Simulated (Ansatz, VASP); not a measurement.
One calculation of SnO2, two programs

```
Sn O
1.0
     3.06155    1.76759    5.04993
    -3.06155    1.76759    5.04993
     0.00000   -3.53518    5.04993
Sn O
4 8
Direct
  0.86468 0.86468 0.86468
  0.36482 0.36482 0.86482
  0.36482 0.86482 0.36482
  0.86482 0.36482 0.36482
  0.12350 0.62335 0.62335
  0.62335 0.12350 0.62335
  0.62335 0.62335 0.12350
  0.60621 0.60621 0.60621
  0.12347 0.12347 0.12347
  0.10609 0.10609 0.60624
  0.10609 0.60624 0.10609
  0.60624 0.10609 0.10609
```

Alike in both runs: task single point; functional PBEsol; k mesh 6 × 6 × 6; occupations gaussian, width 0.05 eV; no spin polarisation.

|  | VASP | Ansatz |
| --- | --- | --- |
| version | VASP 6.6.1 | Ansatz 0.2.0 |
| potentials or method | VASP PAW PBE potentials, release 64 (Sn_d, O), cutoff 520 eV | scalar-relativistic, plane waves, PAW |
| valence electrons in the cell | 104 | 104 |

|  | VASP | Ansatz | Ansatz less VASP |
| --- | --- | --- | --- |
| gap on the k mesh at the Fermi level (eV) | 2.63 | 2.65 | +0.024 |
| least direct gap on the mesh (eV) | 2.63 | 2.65 | +0.024 |
| pressure (GPa) | 5.5 | 4.7 | -0.79 |
| traceless stress, the component that is largest in VASP (GPa) | -13.81 | -13.48 | +0.331 |
| rms of the force components (eV/Å) | 0.434 | 0.471 | +0.0374 |

VASP's potentials were made for PBE, not for PBEsol, and Ansatz warns of the same on its side. Atom by atom the forces differ by 0.037 eV/Å (rms over components). With one functional, cell and mesh, what is left measures potentials, basis and numerics.
